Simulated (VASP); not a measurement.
# Rh (Fm-3m) in VASP: settings compared

The runs below take Rh through single point, with revPBE, PBE, revPBE+D3(BJ).

Program: VASP 6.6.1. These are calculated values, not measurements. Logs are shortened: lines on timing, memory, paths and dates and some standing lists are left out, and cuts for length are marked.

## Step 1: The cell of the first run

Symmetry: Fm-3m, No. 225, cubic system. Conventional cell: a = 3.796 Å, b = 3.796 Å, c = 3.796 Å, α = 90.00°, β = 90.00°, γ = 90.00°. Rh (site symmetry m-3m) has 12 Rh at 2.68 Å within 3.5 Å.

## Step 2: Single point, revPBE

Contents of INCAR:

```
ALGO = Normal
EDIFF = 1E-6
ENCUT = 520
GGA = RE
ISIF = 2
ISMEAR = -1
LASPH = True
LCHARG = False
LREAL = False
LWAVE = False
NBANDS = 14
NELM = 60
PREC = Accurate
SIGMA = 0.05
```

Contents of KPOINTS:

```
k-points
0
Gamma
  12 12 12
```

Contents of POSCAR:

```
Rh
1.0
    0.0000000000      1.8978500000      1.8978500000
    1.8978500000      0.0000000000      1.8978500000
    1.8978500000      1.8978500000      0.0000000000
Rh
1
Direct
    0.0000000000      0.0000000000      0.0000000000
```

Potentials or basis: VASP PAW PBE potentials, release 64 (Rh_pv).

Run with:

```sh
> cat potpaw_PBE.64/Rh_pv/POTCAR > POTCAR
> mpirun -np 1 vasp_std > vasp.out
```

OUTCAR:

```text
EDIFF = 1E-6
   ENCUT = 520
   GGA = RE
   ISIF = 2
   ISMEAR = -1
   LASPH = True
   LREAL = False
   NELM = 60
   PREC = Accurate

 ion  position               nearest neighbor table
   1  0.000  0.000  0.000-

  LATTYP: Found a face centered cubic cell.
 ALAT       =     3.7957000000

  Lattice vectors:

 A1 = (   0.0000000000,   1.8978500000,   1.8978500000)
 A2 = (   1.8978500000,   0.0000000000,   1.8978500000)
 A3 = (   1.8978500000,   1.8978500000,   0.0000000000)

Analysis of symmetry for initial positions (statically):
[... 33 lines left out ...]
                                     Primitive cell

  volume of cell :      13.6715

  direct lattice vectors                    reciprocal lattice vectors
     0.000000000  1.897850000  1.897850000    -0.263456016  0.263456016  0.263456016
     1.897850000  0.000000000  1.897850000     0.263456016 -0.263456016  0.263456016
     1.897850000  1.897850000  0.000000000     0.263456016  0.263456016 -0.263456016

  length of vectors
     2.683965209  2.683965209  2.683965209     0.456319205  0.456319205  0.456319205

  position of ions in fractional coordinates (direct lattice)
     0.000000000  0.000000000  0.000000000

  ion indices of the primitive-cell ions
   primitive index   ion index
                 1           1

----------------------------------------------------------------------------------------

 KPOINTS: k-points

Automatic generation of k-mesh.
 Grid dimensions read from file:
 generate k-points for:   12   12   12

 Generating k-lattice:

  Cartesian coordinates                     Fractional coordinates (reciprocal lattice)
    -0.021954668  0.021954668  0.021954668     0.083333333  0.000000000  0.000000000
     0.021954668 -0.021954668  0.021954668     0.000000000  0.083333333  0.000000000
     0.021954668  0.021954668 -0.021954668     0.000000000  0.000000000  0.083333333

  Length of vectors
     0.038026600  0.038026600  0.038026600

  Shift w.r.t. Gamma in fractional coordinates (k-lattice)
     0.000000000  0.000000000  0.000000000

 Subroutine IBZKPT returns following result:
 ===========================================

 Found     72 irreducible k-points:

 Following reciprocal coordinates:
            Coordinates               Weight
  0.000000  0.000000  0.000000      1.000000
  0.083333  0.000000  0.000000      8.000000
  0.166667  0.000000  0.000000      8.000000
  0.250000  0.000000  0.000000      8.000000
  0.333333  0.000000  0.000000      8.000000
  0.416667  0.000000  0.000000      8.000000
[... 16 lines left out ...]
  0.500000  0.166667  0.000000     24.000000
 -0.416667  0.166667  0.000000     24.000000
 [... further k-points ...]
   k-points           NKPTS =     72   k-points in BZ     NKDIM =     72   number of bands    NBANDS=     14
   number of dos      NEDOS =    301   number of ions     NIONS =      1
   total plane-waves  NPLWV =   8000
   dimension x,y,z NGX =    20 NGY =   20 NGZ =   20
   dimension x,y,z NGXF=    40 NGYF=   40 NGZF=   40
   ions per type =               1
   NGX,Y,Z   is equivalent  to a cutoff of  12.39, 12.39, 12.39 a.u.
   NGXF,Y,Z  is equivalent  to a cutoff of  24.78, 24.78, 24.78 a.u.
 SYSTEM =  unknown system
   PREC   = accura    normal or accurate (medium, high low for compatibility)
   ISTART =      0    job   : 0-new  1-cont  2-samecut
   ICHARG =      2    charge: 1-file 2-atom 10-const
   ISPIN  =      1    spin polarized calculation?
   LNONCOLLINEAR =      F non collinear calculations
   LSORBIT =      F    spin-orbit coupling
   LASPH  =      T    aspherical Exc in radial PAW
   ENCUT  =  520.0 eV  38.22 Ry    6.18 a.u.   4.99  4.99  4.99*2*pi/ulx,y,z
   NELM   =     60;   NELMIN=  2; NELMDL= -5     # of ELM steps
   EDIFF  = 0.1E-05   stopping-criterion for ELM
   LREAL  =      F    real-space projection
   EDIFFG = 0.1E-04   stopping-criterion for IOM
   NSW    =      0    number of steps for IOM
   IBRION =     -1    ionic relax: 0-MD 1-quasi-New 2-CG
   NFREE  =      0    steps in history (QN), initial steepest desc. (CG)
   ISIF   =      2    stress and relaxation
   ISYM   =      2    0-nonsym 1-usesym 2-fastsym
   POTIM  = 0.5000    time-step for ionic-motion
   TEBEG  =    0.0;   TEEND  =   0.0 temperature during run
   PSTRESS=    0.0 pullay stress
   NELECT =      15.0000    total number of electrons
   NUPDOWN=      -1.0000    fix difference up-down
   EMIN   =  10.00;   EMAX   =-10.00  energy-range for DOS
   EFERMI =   0.00;   METHOD = LEGACY
   ISMEAR =    -1;   SIGMA  =   0.05  broadening in eV -4-tet -1-fermi 0-gaus
   EFERMI_NEDOS =   21; number of points for ismear=-14 and -15
   IALGO  =     38    algorithm
   IMIX   =      4    mixing-type and parameters
     AMIX     =   0.40;   BMIX     =  1.00
     AMIX_MAG =   1.60;   BMIX_MAG =  1.00
  volume/ion in A,a.u.               =      13.67        92.26
  Fermi-wavevector in a.u.,A,eV,Ry     =   1.688496  3.190795 38.790465  2.851019
  Thomas-Fermi vector in A             =   2.770792
   LORBIT       =      0    0 simple, 1 ext, 2 COOP (PROOUT), +10 PAW based schemes
   GGA     = RE    functional components
   LHFCALC =     F    Hartree Fock is set to
   AEXX    =    0.0000 exact exchange contribution
   IVDW    =     0    specifies the selected vdW correction
   LEPSILON=     F    determine dielectric tensor
   LRPA    =     F    only Hartree local field effects (RPA)
 non-spin polarized calculation
  energy-cutoff  :      520.00
  volume of cell :       13.67
 maximum number of plane-waves:       380
   NGX =  9   NGY =  9   NGZ =  9

 number of electron      15.0000007 magnetization

 Free energy of the ion-electron system (eV)
  ---------------------------------------------------
  ext. energy  EPLUGINS =         0.00000000
  ---------------------------------------------------
  free energy    TOTEN  =        -6.73839589 eV

  energy without entropy =       -6.72997323  energy(sigma->0) =       -6.73418456

 E-fermi :  12.0725     XC(G=0): -14.0019

 val. band max:       11.9906484603   @ k =  -0.3333   0.3333   0.0000
 cond. band min:      12.1012272197   @ k =   0.3333   0.1667   0.0000
 fundamental gap:      0.1105787594
 Fermi energy:        12.0724638318

 k-point     1 :       0.0000    0.0000    0.0000
  band No.  band energies     occupation
      1     -34.3462      2.00000
      2     -34.3462      2.00000
      3     -34.3462      2.00000
      4       4.0935      2.00000
      5       8.9551      2.00000
      6       8.9551      2.00000
      7       8.9551      2.00000
      8      11.0499      2.00000
      9      11.0499      2.00000
     10      28.0670      0.00000
     11      32.5853      0.00000
     12      33.5731      0.00000
     13      33.5731      0.00000
     14      33.5731      0.00000

 k-point     2 :       0.0833    0.0000    0.0000
  band No.  band energies     occupation
      1     -34.3978      2.00000
      2     -34.3532      2.00000
      3     -34.3532      2.00000
      4       4.3718      2.00000
      5       8.8359      2.00000
      6       9.0615      2.00000
      7       9.0615      2.00000
      8      10.9927      2.00000
      9      10.9927      2.00000
     10      28.4645      0.00000
     11      32.1758      0.00000
     12      32.5866      0.00000
     13      33.9815      0.00000
     14      33.9815      0.00000

 k-point     3 :       0.1667    0.0000    0.0000
  band No.  band energies     occupation
      1     -34.5375      2.00000
      2     -34.3721      2.00000
      3     -34.3721      2.00000
      4       5.1101      2.00000
      5       8.6255      2.00000
      6       9.2765      2.00000
      7       9.2765      2.00000
      8      10.9448      2.00000
      9      10.9448      2.00000
     10      29.2919      0.00000
     11      29.8232      0.00000
     12      32.5850      0.00000
     13      35.1148      0.00000
     14      35.1148      0.00000

 k-point     4 :       0.2500    0.0000    0.0000
  band No.  band energies     occupation
      1     -34.7252      2.00000
      2     -34.3979      2.00000
      3     -34.3979      2.00000
      4       5.8794      2.00000
      5       8.8412      2.00000
      6       9.3166      2.00000
      7       9.3166      2.00000
      8      11.2148      2.00000
      9      11.2148      2.00000
     10      27.2259      0.00000
     11      29.6608      0.00000
     12      32.5851      0.00000
     13      36.5780      0.00000
     14      36.5780      0.00000

 k-point     5 :       0.3333    0.0000    0.0000
  band No.  band energies     occupation
      1     -34.9096      2.00000
      2     -34.4236      2.00000
      3     -34.4236      2.00000
      4       6.0817      2.00000
      5       9.1365      2.00000
      6       9.1365      2.00000
      7      10.0843      2.00000
      8      11.8120      1.98913
      9      11.8120      1.98913
     10      24.5603      0.00000
     11      28.7894      0.00000
     12      32.5853      0.00000
     13      35.7467      0.00000
     14      35.7467      0.00000

 k-point     6 :       0.4167    0.0000    0.0000
  band No.  band energies     occupation
      1     -35.0426      2.00000
      2     -34.4423      2.00000
      3     -34.4423      2.00000
      4       5.9729      2.00000
      5       8.9481      2.00000
      6       8.9481      2.00000
      7      11.8441      1.97942
      8      12.3872      0.00368
      9      12.3872      0.00368
     10      22.0160      0.00000
     11      27.8975      0.00000
     12      32.5853      0.00000
     13      34.0797      0.00000
     14      34.0797      0.00000

 k-point     7 :       0.5000    0.0000    0.0000
  band No.  band energies     occupation
      1     -35.0908      2.00000
      2     -34.4492      2.00000
      3     -34.4492      2.00000
      4       5.9080      2.00000
      5       8.8742      2.00000
      6       8.8742      2.00000
      7      12.6232      0.00003
      8      12.6232      0.00003
      9      12.8099      0.00000
     10      20.7805      0.00000
     11      27.5741      0.00000
     12      32.5851      0.00000
     13      33.4558      0.00000
     14      33.4558      0.00000
[... 205 lines left out ...]
 k-point    20 :       0.2500    0.1667    0.0000
  band No.  band energies     occupation
      1     -34.6518      2.00000
      2     -34.4472      2.00000
      3     -34.4425      2.00000
      4       6.1372      2.00000
      5       7.7814      2.00000
      6       9.5747      2.00000
      7      10.0055      2.00000
      8      10.6421      2.00000
      9      11.6390      1.99966
     10      29.5695      0.00000
     11      30.8188      0.00000
     12      32.4960      0.00000
     13      32.5845      0.00000
     14      33.2445      0.00000

 k-point    21 :       0.3333    0.1667    0.0000
  band No.  band energies     occupation
      1     -34.8039      2.00000
      2     -34.4774      2.00000
      3     -34.4751      2.00000
      4       6.6373      2.00000
      5       7.8925      2.00000
      6       9.1376      2.00000
      7      10.0181      2.00000
      8      11.9239      1.90255
      9      12.1012      0.72004
     10      26.8958      0.00000
     11      30.2724      0.00000
     12      31.9001      0.00000
     13      32.5836      0.00000
     14      33.7158      0.00000

 k-point    22 :       0.4167    0.1667    0.0000
  band No.  band energies     occupation
      1     -34.9369      2.00000
      2     -34.5203      2.00000
      3     -34.4915      2.00000
      4       6.6257      2.00000
      5       8.3365      2.00000
      6       9.1150      2.00000
      7       9.8336      2.00000
      8      12.5645      0.00011
      9      13.7016      0.00000
     10      23.8921      0.00000
     11      29.2094      0.00000
     12      31.4420      0.00000
     13      32.5819      0.00000
     14      33.2165      0.00000

 k-point    23 :       0.5000    0.1667    0.0000
  band No.  band energies     occupation
      1     -35.0158      2.00000
      2     -34.5601      2.00000
      3     -34.4921      2.00000
      4       6.5749      2.00000
      5       8.2716      2.00000
      6       9.6419      2.00000
      7       9.7485      2.00000
      8      12.6809      0.00001
      9      15.6384      0.00000
     10      21.2906      0.00000
     11      28.4651      0.00000
     12      31.6078      0.00000
     13      31.9477      0.00000
     14      32.5878      0.00000

 k-point    24 :      -0.4167    0.1667    0.0000
  band No.  band energies     occupation
      1     -35.0223      2.00000
      2     -34.5847      2.00000
      3     -34.4768      2.00000
      4       6.6429      2.00000
      5       8.2855      2.00000
      6       9.5504      2.00000
      7       9.9898      2.00000
      8      12.3105      0.01698
      9      16.2132      0.00000
     10      20.8773      0.00000
     11      28.1383      0.00000
     12      31.0426      0.00000
     13      32.5860      0.00000
     14      32.7307      0.00000

 [... further k-points ...]
[... 5 lines left out ...]
  --------------------------------------------------------------------------------------
  -------------------------------------------------------------------------------------
  Total        0.9204466      0.9204466      0.9204466      0.0000000      0.0000000      0.0000000
  in kB      107.8682207    107.8682207    107.8682207      0.0000000      0.0000000      0.0000000
  external PRESSURE =     107.8682207 kB  Pullay stress =       0.0000000 kB

 VOLUME and BASIS-vectors are now :
 -----------------------------------------------------------------------------
  energy-cutoff  :      520.00
  volume of cell :       13.67
      direct lattice vectors                 reciprocal lattice vectors
     0.000000000  1.897850000  1.897850000    -0.263456016  0.263456016  0.263456016
     1.897850000  0.000000000  1.897850000     0.263456016 -0.263456016  0.263456016
     1.897850000  1.897850000  0.000000000     0.263456016  0.263456016 -0.263456016

 POSITION                                       TOTAL-FORCE (eV/Angst)
 -----------------------------------------------------------------------------------
      0.00000      0.00000      0.00000        -0.000000     -0.000000      0.000000
 -----------------------------------------------------------------------------------
    total drift:                                0.000000      0.000000      0.000000

  FREE ENERGIE OF THE ION-ELECTRON SYSTEM (eV)
  ---------------------------------------------------
  free  energy   TOTEN  =        -6.7383958950 eV

  energy  without entropy=       -6.7299732293  energy(sigma->0) =       -6.73418456
```

Wall time 7.8 s (1 thread of Intel Xeon 6975P-C (Granite Rapids), shared host); peak memory 0.13 GiB.

What came out:

* Free energy: -6.7384 eV
* Pressure: 10.8 GPa

Levels at points of the mesh, in eV from the Fermi level:
```
           k point  band 5  band 6  band 7  band 8  band 9  band 10
(0.00, 0.00, 0.00)   -3.12   -3.12   -3.12   -1.02   -1.02    15.99
(0.50, 0.00, 0.00)   -3.20   -3.20    0.55    0.55    0.74     8.71
(0.50, 0.50, 0.00)   -6.00    0.52    0.97    0.97    3.29    12.35
```

Caveat: the PAW data sets were made with another functional, which shifts forces and pressure a little.

## Step 3: Single point, PBE

Contents of INCAR:

```
PREC = Accurate
ENCUT = 520
EDIFF = 1E-6
ISMEAR = 0
SIGMA = 0.05
LREAL = F
LASPH = T
NELM = 60
ALGO = Normal
ISIF = 2
LWAVE = F
LCHARG = F
GGA = PE
NBANDS = 14
```

Contents of KPOINTS:

```
Automatic mesh
0
Gamma
  12 12 12
```

POSCAR is that of step 2.

Potentials or basis: VASP PAW PBE potentials, release 64 (Rh_pv).

Run with:

```sh
> cat potpaw_PBE.64/Rh_pv/POTCAR > POTCAR
> mpirun -np 1 vasp_std > vasp.out
```

Wall time 8.1 s (1 thread of Intel Xeon 6975P-C (Granite Rapids), shared host); peak memory 0.13 GiB.

It converged, with:

| Property | Result |
| --- | --- |
| Free energy | -7.2534 eV |
| Pressure | 7.4 GPa |

Levels at points of the mesh, in eV from the Fermi level:
```csv
k point,band 5,band 6,band 7,band 8,band 9,band 10
"(0.00, 0.00, 0.00)",-3.15,-3.15,-3.15,-1.05,-1.05,15.96
"(0.50, 0.00, 0.00)",-3.23,-3.23,0.52,0.52,0.69,8.65
"(0.50, 0.50, 0.00)",-6.04,0.49,0.94,0.94,3.23,12.30
```

## Step 4: Single point, revPBE+D3(BJ)

This run uses another cell than the first one, of 13.45 Å³/atom, 0.984 times its volume.

Contents of INCAR:

```
PREC     = Accurate       # precision mode
ENCUT    = 520            # plane-wave cutoff, eV
EDIFF    = 1E-6           # SCF threshold, eV
ISMEAR   = -1             # smearing method
SIGMA    = 0.05           # smearing width, eV
LREAL    = F              # projectors in reciprocal space
LASPH    = T              # aspherical terms in the spheres
NELM     = 80             # most SCF steps
ALGO     = Normal         # electronic algorithm
ISIF     = 2              # what is computed and relaxed
LWAVE    = F              # write WAVECAR
LCHARG   = T              # write CHGCAR
GGA      = RE             # functional
IVDW     = 12             # dispersion correction
LELF     = T              # ELF
LVHAR    = T            
NBANDS   = 14             # bands
```

Contents of KPOINTS:

```
regular mesh
0
Gamma
  12 12 12
```

Contents of POSCAR:

```
Rh
1.0
    0.0000000000      1.8874489321      1.8874489321
    1.8874489321      0.0000000000      1.8874489321
    1.8874489321      1.8874489321      0.0000000000
Rh
1
Direct
    0.0000000000      0.0000000000      0.0000000000
```

Run with:

```sh
> cat potpaw_PBE.64/Rh_pv/POTCAR > POTCAR
> mpirun -np 1 vasp_std > vasp.out
```

Wall time 9.7 s (1 thread of Intel Xeon 6975P-C (Granite Rapids), shared host); peak memory 0.13 GiB.

It converged, with:

| Item | Value |
| --- | --- |
| Free energy | -7.9798 eV |
| Pressure | 0.2 GPa |
| Dispersion energy per atom | -1.260 eV |

Levels at points of the mesh, in eV from the Fermi level:
```tsv
k point	band 4	band 5	band 6	band 7	band 8	band 9	band 10	band 11
(0.00, 0.00, 0.00)	-8.10	-3.20	-3.20	-3.20	-1.05	-1.05	15.98	20.46
(0.50, 0.00, 0.00)	-6.31	-3.28	-3.28	0.57	0.57	0.72	8.88	15.49
(0.50, 0.50, 0.00)	-6.54	-6.16	0.53	1.00	1.00	3.31	12.56	13.48
```

Caveat: the PAW data sets were made with another functional, which shifts forces and pressure a little; pairwise dispersion overbinds metals, which lowers pressure and volume.

## Step 5: Summary

| level | cell | smearing | gap on the mesh (eV) | pressure (GPa) |
| --- | --- | --- | --- | --- |
| revPBE | a = 2.684 Å, angles 60.0°, 1 atom | fermi-dirac 0.05 eV | none | 10.8 |
| PBE | a = 2.684 Å, angles 60.0°, 1 atom | gaussian 0.05 eV | none | 7.4 |
| revPBE+D3(BJ) | a = 2.669 Å, angles 60.0°, 1 atom | fermi-dirac 0.05 eV | none | 0.2 |

Alike in all rows: task single point; potentials or basis VASP PAW PBE potentials, release 64 (Rh_pv); no spin polarisation; k mesh 12 × 12 × 12; cutoff (eV) 520.

Caveats: the PAW data sets were made with another functional, which shifts forces and pressure a little (some runs); pairwise dispersion overbinds metals, which lowers pressure and volume (some runs).

Absolute energies hang on the potentials; compare differences alone.
